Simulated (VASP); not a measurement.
# MoS2 (P-6m2) in VASP: notebook

Runs on MoS2. Level: PBE+D3(BJ). Tasks: single point.

Everything below comes from runs of VASP 6.6.1. Logs are shortened: lines on timing, memory, paths and dates and some standing lists are left out, and cuts for length are marked.

## (1) The cell of the first run

Symmetry: P-6m2, No. 187, hexagonal system. The conventional cell has a = 3.150 Å, b = 3.150 Å, c = 6.515 Å, α = 90.00°, β = 90.00°, γ = 120.00°. Within 3.2 Å of Mo (site symmetry -6m2) lie 6 S at 2.40 Å and 6 Mo at 3.15 Å. Within 3.2 Å of S (site symmetry 3m) lie 3 Mo at 2.40 Å and 7 S at 3.13 to 3.15 Å.

## (2) Single point, PBE+D3(BJ) (strain along c alone, the other axes held: -2.0 %, then relaxed in part)

File INCAR:

```
SYSTEM = MoS2
PREC = Accurate ; ENCUT = 520
EDIFF = 1E-7 ; ISMEAR = 0
SIGMA = 0.02 ; LREAL = .FALSE.
LASPH = .TRUE. ; NELM = 60
ALGO = Normal ; ISIF = 2
LWAVE = .FALSE. ; LCHARG = .TRUE.
GGA = PE ; IVDW = 12
LELF = .TRUE. ; LVHAR = .TRUE.
NBANDS = 20
```

File KPOINTS:

```
regular mesh
0
G
  12 12 4
  0 0 0
```

File POSCAR:

```
MoS2
1.0
    3.1497239970      0.0000000000      0.0000000000
   -1.5748619985      2.7277409963      0.0000000000
    0.0000000000      0.0000000000      6.5145918070
Mo S
1 2
Direct
    0.0000000000      0.0000000000      0.0000000000
    0.3333333333      0.6666666667      0.2399959284
    0.3333333333      0.6666666667      0.7600040716
```

Potentials or basis: VASP PAW PBE potentials, release 64 (Mo_sv, S).

Launch:

```
$ cat potpaw_PBE.64/Mo_sv/POTCAR potpaw_PBE.64/S/POTCAR > POTCAR
$ mpirun -np 1 vasp_std > vasp.out
```

OUTCAR:

```text
SYSTEM = MoS2
   PREC = Accurate
   ENCUT = 520
   EDIFF = 1E-7
   ISMEAR = 0
   LREAL = .FALSE.
   LASPH = .TRUE.
   NELM = 60
   ISIF = 2
   GGA = PE
   IVDW = 12
 IVDW          = 12

 ion  position               nearest neighbor table
   1  0.000  0.000  0.000-   2 2.40   3 2.40   2 2.40   3 2.40   2 2.40   3 2.40
   2  0.333  0.667  0.240-   1 2.40   1 2.40   1 2.40
   3  0.333  0.667  0.760-   1 2.40   1 2.40   1 2.40

  LATTYP: Found a hexagonal cell.
 ALAT       =     3.1497239970
 C/A-ratio  =     2.0683056081

  Lattice vectors:

 A1 = (   3.1497239970,   0.0000000000,   0.0000000000)
 A2 = (  -1.5748619985,   2.7277409963,   0.0000000000)
 A3 = (   0.0000000000,   0.0000000000,   6.5145918070)

Analysis of symmetry for initial positions (statically):
=====================================================================
 Subroutine PRICEL returns:
 Original cell was already a primitive cell.

 Routine SETGRP: Setting up the symmetry group for a
 hexagonal supercell.

 Subroutine GETGRP returns: Found 12 space group operations
 (whereof 12 operations were pure point group operations)
 out of a pool of 24 trial point group operations.

The static configuration has the point symmetry D_3h.

Analysis of symmetry for dynamics (positions and initial velocities):
=====================================================================
 Subroutine PRICEL returns:
 Original cell was already a primitive cell.

 Routine SETGRP: Setting up the symmetry group for a
 hexagonal supercell.

 Subroutine GETGRP returns: Found 12 space group operations
 (whereof 12 operations were pure point group operations)
 out of a pool of 24 trial point group operations.

The dynamic configuration has the point symmetry D_3h.

 Subroutine INISYM returns: Found 12 space group operations
 (whereof 12 operations are pure point group operations),
 and found     1 'primitive' translations

----------------------------------------------------------------------------------------

                                     Primitive cell

  volume of cell :      55.9710

  direct lattice vectors                    reciprocal lattice vectors
     3.149723997  0.000000000  0.000000000     0.317488136  0.183301861  0.000000000
    -1.574861999  2.727740996  0.000000000     0.000000000  0.366603721  0.000000000
     0.000000000  0.000000000  6.514591807     0.000000000  0.000000000  0.153501559

  length of vectors
     3.149723997  3.149723997  6.514591807     0.366603721  0.366603721  0.153501559

  position of ions in fractional coordinates (direct lattice)
     0.000000000  0.000000000  0.000000000
     0.333333333  0.666666667  0.239995928
     0.333333333  0.666666667  0.760004072

  ion indices of the primitive-cell ions
   primitive index   ion index
                 1           1
                 2           2
                 3           3

----------------------------------------------------------------------------------------

 KPOINTS: regular mesh

Automatic generation of k-mesh.
 Grid dimensions read from file:
 generate k-points for:   12   12    4

 Generating k-lattice:

  Cartesian coordinates                     Fractional coordinates (reciprocal lattice)
     0.026457345  0.015275155  0.000000000     0.083333333  0.000000000  0.000000000
     0.000000000  0.030550310  0.000000000     0.000000000  0.083333333  0.000000000
     0.000000000  0.000000000  0.038375390     0.000000000  0.000000000  0.250000000

  Length of vectors
     0.030550310  0.030550310  0.038375390

  Shift w.r.t. Gamma in fractional coordinates (k-lattice)
     0.000000000  0.000000000  0.000000000

 Subroutine IBZKPT returns following result:
 ===========================================

 Found     57 irreducible k-points:

 Following reciprocal coordinates:
            Coordinates               Weight
  0.000000  0.000000  0.000000      1.000000
  0.083333  0.000000  0.000000      6.000000
  0.166667  0.000000  0.000000      6.000000
  0.250000  0.000000  0.000000      6.000000
  0.333333  0.000000  0.000000      6.000000
  0.416667  0.000000  0.000000      6.000000
[... 16 lines left out ...]
  0.250000  0.000000  0.250000     12.000000
  0.333333  0.000000  0.250000     12.000000
 [... further k-points ...]
   k-points           NKPTS =     57   k-points in BZ     NKDIM =     57   number of bands    NBANDS=     20
   number of dos      NEDOS =    301   number of ions     NIONS =      3
   total plane-waves  NPLWV =  27648
   dimension x,y,z NGX =    24 NGY =   24 NGZ =   48
   dimension x,y,z NGXF=    48 NGYF=   48 NGZF=   96
   ions per type =               1   2
   NGX,Y,Z   is equivalent  to a cutoff of  12.67, 12.67, 12.25 a.u.
   NGXF,Y,Z  is equivalent  to a cutoff of  25.33, 25.33, 24.50 a.u.
 SYSTEM =  MoS2
   PREC   = accura    normal or accurate (medium, high low for compatibility)
   ISTART =      0    job   : 0-new  1-cont  2-samecut
   ICHARG =      2    charge: 1-file 2-atom 10-const
   ISPIN  =      1    spin polarized calculation?
   LNONCOLLINEAR =      F non collinear calculations
   LSORBIT =      F    spin-orbit coupling
   LASPH  =      T    aspherical Exc in radial PAW
   ENCUT  =  520.0 eV  38.22 Ry    6.18 a.u.   5.86  5.86 12.11*2*pi/ulx,y,z
   NELM   =     60;   NELMIN=  2; NELMDL= -5     # of ELM steps
   EDIFF  = 0.1E-06   stopping-criterion for ELM
   LREAL  =      F    real-space projection
   EDIFFG = 0.1E-05   stopping-criterion for IOM
   NSW    =      0    number of steps for IOM
   IBRION =     -1    ionic relax: 0-MD 1-quasi-New 2-CG
   NFREE  =      0    steps in history (QN), initial steepest desc. (CG)
   ISIF   =      2    stress and relaxation
   ISYM   =      2    0-nonsym 1-usesym 2-fastsym
   POTIM  = 0.5000    time-step for ionic-motion
   TEBEG  =    0.0;   TEEND  =   0.0 temperature during run
   PSTRESS=    0.0 pullay stress
   NELECT =      26.0000    total number of electrons
   NUPDOWN=      -1.0000    fix difference up-down
   EMIN   =  10.00;   EMAX   =-10.00  energy-range for DOS
   EFERMI =   0.00;   METHOD = LEGACY
   ISMEAR =     0;   SIGMA  =   0.02  broadening in eV -4-tet -1-fermi 0-gaus
   EFERMI_NEDOS =   21; number of points for ismear=-14 and -15
   IALGO  =     38    algorithm
   IMIX   =      4    mixing-type and parameters
     AMIX     =   0.40;   BMIX     =  1.00
     AMIX_MAG =   1.60;   BMIX_MAG =  1.00
  volume/ion in A,a.u.               =      18.66       125.90
  Fermi-wavevector in a.u.,A,eV,Ry     =   1.267881  2.395947 21.871652  1.607521
  Thomas-Fermi vector in A             =   2.401005
   LORBIT       =      0    0 simple, 1 ext, 2 COOP (PROOUT), +10 PAW based schemes
   GGA     = PE    functional components
   LHFCALC =     F    Hartree Fock is set to
   AEXX    =    0.0000 exact exchange contribution
   IVDW    =    12    specifies the selected vdW correction
   LEPSILON=     F    determine dielectric tensor
   LRPA    =     F    only Hartree local field effects (RPA)
 non-spin polarized calculation
 Gauss-broadening in eV      SIGMA  =   0.02
  energy-cutoff  :      520.00
  volume of cell :       55.97
 maximum number of plane-waves:      1528
 NGX is ok and might be reduce to    24
   NGX = 11   NGY = 11   NGZ = 25

 number of electron      25.9999994 magnetization

 Free energy of the ion-electron system (eV)
  ---------------------------------------------------
  ext. energy  EPLUGINS =         0.00000000
  ---------------------------------------------------
  free energy    TOTEN  =       -21.77126335 eV

  energy without entropy =      -21.77126335  energy(sigma->0) =      -21.77126335

 E-fermi :   6.9240     XC(G=0): -10.4400

 val. band max:        6.8232711453   @ k =   0.0000   0.0000   0.5000
 cond. band min:       7.9217993432   @ k =   0.1667   0.1667   0.0000
 fundamental gap:      1.0985281980
 Fermi energy:         6.9240420701

 k-point     1 :       0.0000    0.0000    0.0000
  band No.  band energies     occupation
      1     -54.5212      2.00000
      2     -28.6895      2.00000
      3     -28.4417      2.00000
      4     -28.4417      2.00000
      5      -7.9762      2.00000
      6      -6.4622      2.00000
[... 12 lines left out ...]
     19      14.7172      0.00000
     20      15.7502      0.00000

 k-point     2 :       0.0833    0.0000    0.0000
  band No.  band energies     occupation
      1     -54.5183      2.00000
      2     -28.6839      2.00000
      3     -28.4702      2.00000
      4     -28.4482      2.00000
      5      -7.8693      2.00000
      6      -6.4203      2.00000
[... 12 lines left out ...]
     19      14.8293      0.00000
     20      16.2302      0.00000

 k-point     3 :       0.1667    0.0000    0.0000
  band No.  band energies     occupation
      1     -54.5104      2.00000
      2     -28.6686      2.00000
      3     -28.5474      2.00000
      4     -28.4657      2.00000
      5      -7.5646      2.00000
      6      -6.3012      2.00000
[... 12 lines left out ...]
     19      15.2225      0.00000
     20      16.2378      0.00000

 k-point     4 :       0.2500    0.0000    0.0000
  band No.  band energies     occupation
      1     -54.4997      2.00000
      2     -28.6513      2.00000
      3     -28.6476      2.00000
      4     -28.4897      2.00000
      5      -7.1116      2.00000
      6      -6.1261      2.00000
[... 12 lines left out ...]
     19      15.2246      0.00000
     20      15.8736      0.00000

 k-point     5 :       0.3333    0.0000    0.0000
  band No.  band energies     occupation
      1     -54.4889      2.00000
      2     -28.7536      2.00000
      3     -28.6265      2.00000
      4     -28.5135      2.00000
      5      -6.5995      2.00000
      6      -5.9332      2.00000
[... 12 lines left out ...]
     19      14.1937      0.00000
     20      15.0784      0.00000

 k-point     6 :       0.4167    0.0000    0.0000
  band No.  band energies     occupation
      1     -54.4810      2.00000
      2     -28.8275      2.00000
      3     -28.6111      2.00000
      4     -28.5308      2.00000
      5      -6.1689      2.00000
      6      -5.7779      2.00000
[... 12 lines left out ...]
     19      14.1113      0.00000
     20      14.6903      0.00000

 k-point     7 :       0.5000    0.0000    0.0000
  band No.  band energies     occupation
      1     -54.4780      2.00000
      2     -28.8544      2.00000
      3     -28.6054      2.00000
      4     -28.5372      2.00000
      5      -5.9947      2.00000
      6      -5.7174      2.00000
[... 12 lines left out ...]
     19      14.1941      0.00000
     20      14.6022      0.00000
[... 277 lines left out ...]
 k-point    20 :       0.0000    0.0000    0.2500
  band No.  band energies     occupation
      1     -54.5211      2.00000
      2     -28.6895      2.00000
      3     -28.4417      2.00000
      4     -28.4417      2.00000
      5      -7.9078      2.00000
      6      -6.5841      2.00000
[... 12 lines left out ...]
     19      15.0986      0.00000
     20      15.4923      0.00000

 k-point    21 :       0.0833    0.0000    0.2500
  band No.  band energies     occupation
      1     -54.5183      2.00000
      2     -28.6839      2.00000
      3     -28.4702      2.00000
      4     -28.4482      2.00000
      5      -7.8009      2.00000
      6      -6.5391      2.00000
[... 12 lines left out ...]
     19      15.1806      0.00000
     20      15.9523      0.00000

 k-point    22 :       0.1667    0.0000    0.2500
  band No.  band energies     occupation
      1     -54.5104      2.00000
      2     -28.6686      2.00000
      3     -28.5474      2.00000
      4     -28.4658      2.00000
      5      -7.4968      2.00000
      6      -6.4109      2.00000
[... 12 lines left out ...]
     19      15.3717      0.00000
     20      16.3049      0.00000

 k-point    23 :       0.2500    0.0000    0.2500
  band No.  band energies     occupation
      1     -54.4997      2.00000
      2     -28.6513      2.00000
      3     -28.6476      2.00000
      4     -28.4897      2.00000
      5      -7.0460      2.00000
      6      -6.2220      2.00000
[... 12 lines left out ...]
     19      15.0820      0.00000
     20      15.8531      0.00000

 k-point    24 :       0.3333    0.0000    0.2500
  band No.  band energies     occupation
      1     -54.4889      2.00000
      2     -28.7536      2.00000
      3     -28.6265      2.00000
      4     -28.5135      2.00000
      5      -6.5393      2.00000
      6      -6.0121      2.00000
[... 12 lines left out ...]
     19      14.4084      0.00000
     20      15.1448      0.00000

 [... further k-points ...]

------------------------ aborting loop because EDIFF is reached ----------------------------------------

 Edisp (eV)   -1.21520

 E8    (eV) :    -0.4903

  FORCE on cell =-STRESS in cart. coord.  units (eV):
  Direction    XX          YY          ZZ          XY          YZ          ZX
  --------------------------------------------------------------------------------------
  -------------------------------------------------------------------------------------
  Total       0.01840     0.01840     0.36870    -0.00000     0.00000     0.00000
  in kB       0.52680     0.52680    10.55413    -0.00000     0.00000     0.00000
  external pressure =        3.87 kB  Pullay stress =        0.00 kB

 VOLUME and BASIS-vectors are now :
 -----------------------------------------------------------------------------
  energy-cutoff  :      520.00
  volume of cell :       55.97
      direct lattice vectors                 reciprocal lattice vectors
     3.149723997  0.000000000  0.000000000     0.317488136  0.183301861  0.000000000
    -1.574861999  2.727740996  0.000000000     0.000000000  0.366603721  0.000000000
     0.000000000  0.000000000  6.514591807     0.000000000  0.000000000  0.153501559

 POSITION                                       TOTAL-FORCE (eV/Angst)
 -----------------------------------------------------------------------------------
      0.00000      0.00000      0.00000        -0.000000      0.000000     -0.000000
     -0.00000      1.81849      1.56348        -0.000000      0.000000     -0.012208
     -0.00000      1.81849      4.95112         0.000000      0.000000      0.012208
 -----------------------------------------------------------------------------------
    total drift:                                0.000000     -0.000000     -0.000000

  FREE ENERGIE OF THE ION-ELECTRON SYSTEM (eV)
  ---------------------------------------------------
  free  energy   TOTEN  =       -22.9864585699 eV

  energy  without entropy=      -22.9864585699  energy(sigma->0) =      -22.98645857
```

Wall time 32 s (1 thread of Intel Xeon 6975P-C (Granite Rapids), shared host); peak memory 0.21 GiB.

What came out:

* Free energy: -22.9865 eV
* Pressure: 0.4 GPa
* Largest force: 0.012 eV/Å
* Band gap on the k mesh: 1.10 eV (least direct gap 1.75 eV)
* Dispersion energy per atom: -0.405 eV

Forces on the atoms (eV/Å):
```
Mo   0.000  0.000  0.000
S    0.000  0.000 -0.012
S    0.000  0.000  0.012
```

Stress tensor (GPa, compression positive):
```
0.05 0.00 0.00
0.00 0.05 0.00
0.00 0.00 1.06
```

Caveat: the cell differs from its parent crystal (strain along c alone, the other axes held: -2.0 %, then relaxed in part). A k mesh can miss the band edges.

## (3) Single point, PBE+D3(BJ) (strain along c alone, the other axes held: -1.0 %, then relaxed in part)

File INCAR:

```
ALGO = Normal
EDIFF = 1E-6
ENCUT = 520
GGA = PE
ISIF = 2
ISMEAR = 0
IVDW = 12
LASPH = True
LCHARG = False
LREAL = False
LWAVE = False
NBANDS = 20
NELM = 100
PREC = Accurate
SIGMA = 0.02
```

File KPOINTS:

```
k-points
0
Gamma
  12 12 4
```

File POSCAR:

```
MoS2
1.0
    3.1497239970      0.0000000000      0.0000000000
   -1.5748619985      2.7277409963      0.0000000000
    0.0000000000      0.0000000000      6.5810672336
Mo S
1 2
Direct
    0.0000000000      0.0000000000      0.0000000000
    0.3333333333      0.6666666667      0.2378359883
    0.3333333333      0.6666666667      0.7621640117
```

Potentials or basis: VASP PAW PBE potentials, release 64 (Mo_sv, S).

Launch:

```
$ cat potpaw_PBE.64/Mo_sv/POTCAR potpaw_PBE.64/S/POTCAR > POTCAR
$ mpirun -np 1 vasp_std > vasp.out
```

Run time: 33 s. Hardware: 1 thread of Intel Xeon 6975P-C (Granite Rapids), shared host; peak memory 0.21 GiB.

The run converged. Its results:

```
Free energy                : -22.9895 eV
Pressure                   : 0.1 GPa
Largest force              : 0.012 eV/Å
Band gap on the k mesh     : 1.16 eV (least direct gap 1.76 eV)
Dispersion energy per atom : -0.401 eV
```

Forces in eV/Å, atoms in the order of the input:
```
Mo   0.000  0.000  0.000
S    0.000  0.000 -0.012
S    0.000  0.000  0.012
```

Stress tensor (GPa, compression positive):
```
-0.05  0.00  0.00
 0.00 -0.05  0.00
 0.00  0.00  0.37
```

Levels at points of the mesh, in eV from the valence-band top:
| k point | band 9 | band 10 | band 11 | band 12 | band 13 | band 14 | band 15 | band 16 | band 17 | band 18 |
| --- | --- | --- | --- | --- | --- | --- | --- | --- | --- | --- |
| (0.00, 0.00, 0.00) | -3.06 | -1.92 | -1.92 | -1.46 | -0.99 | 2.41 | 2.41 | 2.55 | 2.55 | 5.77 |
| (0.50, 0.00, 0.00) | -4.86 | -3.63 | -1.98 | -1.43 | -1.36 | 1.89 | 2.28 | 3.83 | 4.02 | 5.12 |
| (0.00, 0.00, 0.50) | -3.05 | -3.05 | -1.94 | -1.94 | 0.00 | 2.33 | 2.33 | 2.67 | 2.67 | 6.01 |
| (0.50, 0.00, 0.50) | -4.41 | -3.66 | -2.91 | -1.34 | -0.89 | 1.91 | 2.49 | 3.12 | 3.81 | 6.57 |

Caveat: the cell differs from its parent crystal (strain along c alone, the other axes held: -1.0 %, then relaxed in part). A k mesh can miss the band edges.
